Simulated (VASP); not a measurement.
# Si (C2) in VASP: notebook

The runs below take Si through single point, with PBE.

Program: VASP 6.6.1. These are calculated values, not measurements. Logs are shortened: lines on timing, memory, paths and dates and some standing lists are left out, and cuts for length are marked.

## Step 1: The cell of the first run

Symmetry: C2, No. 5, monoclinic system. The conventional cell has a = 3.851 Å, b = 6.670 Å, c = 12.746 Å, α = 90.00°, β = 92.89°, γ = 90.00°. Within 3.1 Å of Si (site symmetry 1) lie 4 Si at 2.36 to 2.47 Å. Si (site symmetry 1) has 4 Si at 2.36 to 2.38 Å within 3.1 Å. Within 3.1 Å of Si (site symmetry 1) lie 4 Si at 2.36 to 2.38 Å. Si (site symmetry 1) has 4 Si at 2.36 to 2.38 Å within 3.1 Å.

## Step 2: Single point, PBE

Input file INCAR:

```
SYSTEM = Si
PREC     = Accurate       ! precision mode
ENCUT    = 520            ! plane-wave cutoff, eV
EDIFF    = 1E-6           ! SCF threshold, eV
ISMEAR   = 0              ! smearing method
SIGMA    = 0.05           ! smearing width, eV
LREAL    = .FALSE.        ! projectors in reciprocal space
LASPH    = .TRUE.         ! aspherical terms in the spheres
NELM     = 60             ! most SCF steps
ALGO     = Normal         ! electronic algorithm
ISIF     = 2              ! what is computed and relaxed
LWAVE    = .FALSE.        ! write WAVECAR
LCHARG   = .FALSE.        ! write CHGCAR
GGA      = PE             ! functional
NBANDS   = 26             ! bands
```

Input file KPOINTS:

```
regular mesh
0
G
  10 10 3
  0 0 0
```

Input file POSCAR:

```
Si
1.0
   -3.8510822046      0.0000000000      0.0000000000
   -1.9255411023     -3.3351350213      0.0000000000
   -0.3209235171     -0.5558558369     12.7293621948
Si
8
Direct
    0.3333333333      0.1822556606      0.9064660365
    0.3333333333      0.2655889939      0.4064660365
    0.6666666667      0.6405889939      0.1564660365
    0.6666666667      0.5572556606      0.6564660365
    0.3333333333      0.3177443394      0.0935339635
    0.3333333333      0.2344110061      0.5935339635
    0.6666666667      0.6094110061      0.3435339635
    0.6666666667      0.5260776728      0.8435339635
```

Potentials or basis: VASP PAW PBE potentials, release 64 (Si).

On the command line:

```console
$ cat potpaw_PBE.64/Si/POTCAR > POTCAR
$ mpirun -np 1 vasp_std > vasp.out
```

OUTCAR:

```text
SYSTEM = Si
   PREC = Accurate
   ENCUT = 520
   EDIFF = 1E-6
   ISMEAR = 0
   LREAL = .FALSE.
   LASPH = .TRUE.
   NELM = 60
   ISIF = 2
   GGA = PE

 ion  position               nearest neighbor table
   1  0.333  0.182  0.906-   8 2.36   8 2.36   8 2.36   5 2.47
   2  0.333  0.266  0.406-   7 2.36   7 2.36   7 2.36   6 2.38
   3  0.667  0.641  0.156-   5 2.36   5 2.36   5 2.36   7 2.38
   4  0.667  0.557  0.656-   6 2.36   6 2.36   6 2.36   8 2.38
   5  0.333  0.318  0.094-   3 2.36   3 2.36   3 2.36   1 2.47
   6  0.333  0.234  0.594-   4 2.36   4 2.36   4 2.36   2 2.38
   7  0.667  0.609  0.344-   2 2.36   2 2.36   2 2.36   3 2.38
   8  0.667  0.526  0.844-   1 2.36   1 2.36   1 2.36   4 2.38

  LATTYP: Found a base centered monoclinic cell.
 ALAT       =     3.8510822046
 B/A-ratio  =     1.7320508076
 C/A-ratio  =     3.3095979340
 COS(beta)  =    -0.0503585843

  Lattice vectors:

 A1 = (   3.8510822046,   0.0000000000,   0.0000000000)
 A2 = (  -1.9255411023,   3.3351350213,   0.0000000000)
 A3 = (  -0.3209235171,  -0.5558558369,  12.7293621948)

Analysis of symmetry for initial positions (statically):
=====================================================================
 Subroutine PRICEL returns:
 Original cell was already a primitive cell.

 Routine SETGRP: Setting up the symmetry group for a
 base centered monoclinic supercell.

 Subroutine GETGRP returns: Found  2 space group operations
 (whereof  1 operations were pure point group operations)
 out of a pool of  4 trial point group operations.

The static configuration has the point symmetry C_1 .
 The point group associated with its full space group is C_2 .

Analysis of symmetry for dynamics (positions and initial velocities):
=====================================================================
 Subroutine PRICEL returns:
 Original cell was already a primitive cell.

 Routine SETGRP: Setting up the symmetry group for a
 base centered monoclinic supercell.

 Subroutine GETGRP returns: Found  2 space group operations
 (whereof  1 operations were pure point group operations)
 out of a pool of  4 trial point group operations.

The dynamic configuration has the point symmetry C_1 .
 The point group associated with its full space group is C_2 .

 Subroutine INISYM returns: Found  2 space group operations
 (whereof  1 operations are pure point group operations),
 and found     1 'primitive' translations

[... 113 lines left out ...]
   ISYM   =      2    0-nonsym 1-usesym 2-fastsym
   POTIM  = 0.5000    time-step for ionic-motion
   TEBEG  =    0.0;   TEEND  =   0.0 temperature during run
   PSTRESS=    0.0 pullay stress
   NELECT =      32.0000    total number of electrons
   NUPDOWN=      -1.0000    fix difference up-down
   EMIN   =  10.00;   EMAX   =-10.00  energy-range for DOS
   EFERMI =   0.00;   METHOD = LEGACY
   ISMEAR =     0;   SIGMA  =   0.05  broadening in eV -4-tet -1-fermi 0-gaus
   EFERMI_NEDOS =   21; number of points for ismear=-14 and -15
   IALGO  =     38    algorithm
   IMIX   =      4    mixing-type and parameters
     AMIX     =   0.40;   BMIX     =  1.00
     AMIX_MAG =   1.60;   BMIX_MAG =  1.00
  volume/ion in A,a.u.               =      20.44       137.91
  Fermi-wavevector in a.u.,A,eV,Ry     =   0.950511  1.796206 12.292475  0.903471
  Thomas-Fermi vector in A             =   2.078895
   LORBIT       =      0    0 simple, 1 ext, 2 COOP (PROOUT), +10 PAW based schemes
   GGA     = PE    functional components
   LHFCALC =     F    Hartree Fock is set to
   AEXX    =    0.0000 exact exchange contribution
   IVDW    =     0    specifies the selected vdW correction
   LEPSILON=     F    determine dielectric tensor
   LRPA    =     F    only Hartree local field effects (RPA)
 non-spin polarized calculation
 Gauss-broadening in eV      SIGMA  =   0.05
  energy-cutoff  :      520.00
  volume of cell :      163.49
 maximum number of plane-waves:      4431
 NGX is ok and might be reduce to    30
   NGX = 15   NGY = 15   NGZ = 47

 number of electron      32.0000001 magnetization

 Free energy of the ion-electron system (eV)
  ---------------------------------------------------
  ext. energy  EPLUGINS =         0.00000000
  ---------------------------------------------------
  free energy    TOTEN  =       -43.10650016 eV

  energy without entropy =      -43.10650016  energy(sigma->0) =      -43.10650016

 E-fermi :   6.0963     XC(G=0):  -9.3364

 val. band max:        5.8878912845   @ k =   0.0000   0.0000   0.0000
 cond. band min:       6.3231108033   @ k =   0.0000   0.4000   0.3333
 fundamental gap:      0.4352195188
 Fermi energy:         6.0963053122

 k-point     1 :       0.0000    0.0000    0.0000
  band No.  band energies     occupation
      1      -6.2013      2.00000
      2      -5.4371      2.00000
      3      -5.4161      2.00000
      4      -3.9733      2.00000
      5      -1.2125      2.00000
      6       1.6634      2.00000
[... 685 lines left out ...]
     25       9.9543      0.00000
     26      10.7485      0.00000

 [... further k-points ...]

------------------------ aborting loop because EDIFF is reached ----------------------------------------

  FORCE on cell =-STRESS in cart. coord.  units (eV):
  Direction    XX          YY          ZZ          XY          YZ          ZX
  --------------------------------------------------------------------------------------
  -------------------------------------------------------------------------------------
  Total       -0.0995205     -0.3865337     -0.8109327     -0.2485608      1.9899841      1.1489178
  in kB       -0.9752596     -3.7878707     -7.9468049     -2.4357926     19.5010200     11.2589191
  external PRESSURE =      -4.2366451 kB  Pullay stress =       0.0000000 kB

 VOLUME and BASIS-vectors are now :
 -----------------------------------------------------------------------------
  energy-cutoff  :      520.00
  volume of cell :      163.49
      direct lattice vectors                 reciprocal lattice vectors
    -3.851082205  0.000000000  0.000000000    -0.259667269  0.149918968 -0.000000000
    -1.925541102 -3.335135021  0.000000000     0.000000000 -0.299837936 -0.013093089
    -0.320923517 -0.555855837 12.729362195     0.000000000  0.000000000  0.078558531

 POSITION                                       TOTAL-FORCE (eV/Angst)
 -----------------------------------------------------------------------------------
     -1.92554     -1.11171     11.53873        -0.282783     -0.579000      0.402926
     -1.92554     -1.11171      5.17405        -0.004908     -0.010852     -0.000844
     -3.85108     -2.22342      1.99171        -0.078447     -0.070441     -0.008672
     -3.85108     -2.22342      8.35639        -0.065406     -0.087161     -0.021132
     -1.92554     -1.11171      1.19063         0.360038      0.534397     -0.402926
     -1.92554     -1.11171      7.55531         0.006944      0.009676      0.000844
     -3.85108     -2.22342      4.37297         0.042781      0.100224      0.021132
     -3.85108     -2.22342     10.73765         0.021780      0.103158      0.008672
 -----------------------------------------------------------------------------------
    total drift:                                0.000001     -0.000001     -0.000000

  FREE ENERGIE OF THE ION-ELECTRON SYSTEM (eV)
  ---------------------------------------------------
  free  energy   TOTEN  =       -43.1065001587 eV

  energy  without entropy=      -43.1065001587  energy(sigma->0) =      -43.10650016
```

OSZICAR:

```text
N       E                     dE             d eps       ncg     rms          rms(c)
DAV:   1     0.678751267389E+02    0.67875E+02   -0.12009E+04  4472   0.101E+03
DAV:   2    -0.382527212335E+02   -0.10613E+03   -0.98246E+02  5668   0.149E+02
DAV:   3    -0.436957906377E+02   -0.54431E+01   -0.53619E+01  5888   0.308E+01
DAV:   4    -0.437883103181E+02   -0.92520E-01   -0.92284E-01  5676   0.506E+00
DAV:   5    -0.437904687024E+02   -0.21584E-02   -0.21568E-02  5868   0.713E-01    0.943E+00
DAV:   6    -0.433170320760E+02    0.47344E+00   -0.22729E-01  5252   0.187E+00    0.574E+00
DAV:   7    -0.431019566438E+02    0.21508E+00   -0.49129E-01  5128   0.279E+00    0.356E-01
DAV:   8    -0.431047213303E+02   -0.27647E-02   -0.31934E-02  5278   0.807E-01    0.208E-01
DAV:   9    -0.431060016114E+02   -0.12803E-02   -0.19369E-03  5664   0.217E-01    0.114E-01
DAV:  10    -0.431063501145E+02   -0.34850E-03   -0.41052E-04  5136   0.876E-02    0.510E-02
DAV:  11    -0.431064907055E+02   -0.14059E-03   -0.17061E-04  4984   0.628E-02    0.156E-02
DAV:  12    -0.431064986062E+02   -0.79007E-05   -0.86340E-06  5816   0.142E-02    0.651E-03
DAV:  13    -0.431065002851E+02   -0.16789E-05   -0.30477E-06  4706   0.816E-03    0.181E-03
DAV:  14    -0.431065001587E+02    0.12641E-06   -0.93920E-08  2896   0.163E-03
   1 F= -.43106500E+02 E0= -.43106500E+02  d E =-.312051E-11
```

It took 4.4 min on 1 thread of Intel Xeon 6975P-C (Granite Rapids), shared host; peak memory 0.43 GiB.

What came out:

| Item | Value |
| --- | --- |
| Free energy | -43.1065 eV |
| Pressure | -0.4 GPa |
| Largest force | 0.760 eV/Å |
| Band gap on the k mesh | 0.44 eV, indirect (least direct gap 1.05 eV) |

Forces in eV/Å, atoms in the order of the input:
```
Si  -0.283 -0.579  0.403
Si  -0.005 -0.011 -0.001
Si  -0.078 -0.070 -0.009
Si  -0.065 -0.087 -0.021
Si   0.360  0.534 -0.403
Si   0.007  0.010  0.001
Si   0.043  0.100  0.021
Si   0.022  0.103  0.009
```

Stress tensor (GPa, compression positive):
```
-0.10 -0.24  1.13
-0.24 -0.38  1.95
 1.13  1.95 -0.79
```

Levels at points of the mesh, in eV from the valence-band top:
| k point | band 14 | band 15 | band 16 | band 17 | band 18 | band 19 |
| --- | --- | --- | --- | --- | --- | --- |
| (0.00, 0.00, 0.00) | -0.36 | -0.06 | 0.00 | 1.05 | 1.70 | 1.84 |
| (0.50, 0.00, 0.00) | -2.32 | -2.19 | -1.47 | 0.49 | 0.73 | 0.93 |
| (0.00, 0.50, 0.00) | -2.37 | -2.09 | -1.44 | 0.45 | 0.70 | 0.93 |

## Step 3: Single point, PBE

Input file INCAR:

```
ALGO = Normal
EDIFF = 1E-6
ENCUT = 520
GGA = PE
ISIF = 2
ISMEAR = 0
LASPH = True
LCHARG = False
LREAL = False
LWAVE = False
NBANDS = 26
NELM = 100
PREC = Accurate
SIGMA = 0.05
```

Input file KPOINTS:

```
k-points
0
Gamma
  10 10 3
```

Input file POSCAR:

```
Si
1.0
   -3.8510822046      0.0000000000      0.0000000000
   -1.9255411023     -3.3351350213      0.0000000000
   -0.4813852756     -0.8337837553     12.7293621948
Si
8
Direct
    0.3333333333      0.1067168242      0.9064660365
    0.3333333333      0.2317168242      0.4064660365
    0.6666666667      0.6275501575      0.1564660365
    0.6666666667      0.5025501575      0.6564660365
    0.3333333333      0.3099498425      0.0935339635
    0.3333333333      0.1849498425      0.5935339635
    0.6666666667      0.5807831758      0.3435339635
    0.6666666667      0.4557831758      0.8435339635
```

Potentials or basis: VASP PAW PBE potentials, release 64 (Si).

On the command line:

```console
$ cat potpaw_PBE.64/Si/POTCAR > POTCAR
$ mpirun -np 1 vasp_std > vasp.out
```

OUTCAR:

```text
EDIFF = 1E-6
   ENCUT = 520
   GGA = PE
   ISIF = 2
   ISMEAR = 0
   LASPH = True
   LREAL = False
   NELM = 100
   PREC = Accurate

 ion  position               nearest neighbor table
   1  0.333  0.107  0.906-   8 2.36   8 2.36   8 2.36   5 2.57
   2  0.333  0.232  0.406-   7 2.36   7 2.36   7 2.36   6 2.38
   3  0.667  0.628  0.156-   5 2.36   5 2.36   5 2.36   7 2.38
   4  0.667  0.503  0.656-   6 2.36   6 2.36   6 2.36   8 2.38
[... 917 lines left out ...]
  Total       -0.1898984     -0.8240361     -1.1033364     -0.5491794      3.0082243      1.7367991
  in kB       -1.8609260     -8.0752130    -10.8122396     -5.3817304     29.4793532     17.0199122
  external PRESSURE =      -6.9161262 kB  Pullay stress =       0.0000000 kB

 VOLUME and BASIS-vectors are now :
 -----------------------------------------------------------------------------
  energy-cutoff  :      520.00
  volume of cell :      163.49
      direct lattice vectors                 reciprocal lattice vectors
    -3.851082205  0.000000000  0.000000000    -0.259667269  0.149918968 -0.000000000
    -1.925541102 -3.335135021  0.000000000     0.000000000 -0.299837936 -0.019639633
    -0.481385276 -0.833783755 12.729362195     0.000000000  0.000000000  0.078558531

 POSITION                                       TOTAL-FORCE (eV/Angst)
 -----------------------------------------------------------------------------------
     -1.92554     -1.11171     11.53873        -0.419234     -0.893284      0.636801
     -1.92554     -1.11171      5.17405        -0.006591     -0.014916     -0.001767
     -3.85108     -2.22342      1.99171        -0.108780     -0.080708     -0.011293
     -3.85108     -2.22342      8.35639        -0.101795     -0.113369     -0.046875
     -1.92554     -1.11171      1.19063         0.563989      0.809709     -0.636801
     -1.92554     -1.11171      7.55531         0.009622      0.013166      0.001767
     -3.85108     -2.22342      4.37297         0.047283      0.144841      0.046875
     -3.85108     -2.22342     10.73765         0.015505      0.134560      0.011293
 -----------------------------------------------------------------------------------
    total drift:                                0.000004     -0.000002     -0.000000

  FREE ENERGIE OF THE ION-ELECTRON SYSTEM (eV)
  ---------------------------------------------------
  free  energy   TOTEN  =       -42.8327439130 eV

  energy  without entropy=      -42.8327427060  energy(sigma->0) =      -42.83274331
```

OSZICAR:

```text
N       E                     dE             d eps       ncg     rms          rms(c)
DAV:   1     0.667677926462E+02    0.66768E+02   -0.11991E+04  4472   0.101E+03
DAV:   2    -0.381497885914E+02   -0.10492E+03   -0.97713E+02  5636   0.149E+02
DAV:   3    -0.434238630809E+02   -0.52741E+01   -0.51894E+01  5886   0.305E+01
DAV:   4    -0.435164355328E+02   -0.92572E-01   -0.92302E-01  5652   0.504E+00
DAV:   5    -0.435186418137E+02   -0.22063E-02   -0.22045E-02  5908   0.714E-01    0.937E+00
DAV:   6    -0.430394898750E+02    0.47915E+00   -0.24032E-01  5396   0.203E+00    0.567E+00
DAV:   7    -0.428287366486E+02    0.21075E+00   -0.49975E-01  5084   0.283E+00    0.388E-01
DAV:   8    -0.428308456203E+02   -0.21090E-02   -0.33370E-02  5360   0.875E-01    0.284E-01
DAV:   9    -0.428321086507E+02   -0.12630E-02   -0.32045E-03  5434   0.256E-01    0.118E-01
DAV:  10    -0.428325429148E+02   -0.43426E-03   -0.57033E-04  5252   0.106E-01    0.585E-02
DAV:  11    -0.428327267819E+02   -0.18387E-03   -0.19733E-04  4998   0.693E-02    0.170E-02
DAV:  12    -0.428327421090E+02   -0.15327E-04   -0.23037E-05  5684   0.231E-02    0.536E-03
DAV:  13    -0.428327437723E+02   -0.16633E-05   -0.25637E-06  4828   0.772E-03    0.135E-03
DAV:  14    -0.428327439130E+02   -0.14069E-06   -0.28293E-07  2884   0.262E-03
   1 F= -.42832744E+02 E0= -.42832743E+02  d E =-.120702E-05
```

It took 4 min on 1 thread of Intel Xeon 6975P-C (Granite Rapids), shared host; peak memory 0.43 GiB.

Results:

| Property | Result |
| --- | --- |
| Free energy | -42.8327 eV |
| Pressure | -0.7 GPa |
| Largest force | 1.174 eV/Å |
| Band gap on the k mesh | 0.24 eV, indirect (least direct gap 1.11 eV) |

Forces in eV/Å, atoms in the order of the input:
```
Si  -0.419 -0.893  0.637
Si  -0.007 -0.015 -0.002
Si  -0.109 -0.081 -0.011
Si  -0.102 -0.113 -0.047
Si   0.564  0.810 -0.637
Si   0.010  0.013  0.002
Si   0.047  0.145  0.047
Si   0.016  0.135  0.011
```

Stress tensor (GPa, compression positive):
```
-0.19 -0.54  1.70
-0.54 -0.81  2.95
 1.70  2.95 -1.08
```

Caveat: forces of over 1 eV/Å act on the atoms, so gaps and moduli don't describe the material at rest.

(Continued in part 2 of 2.)
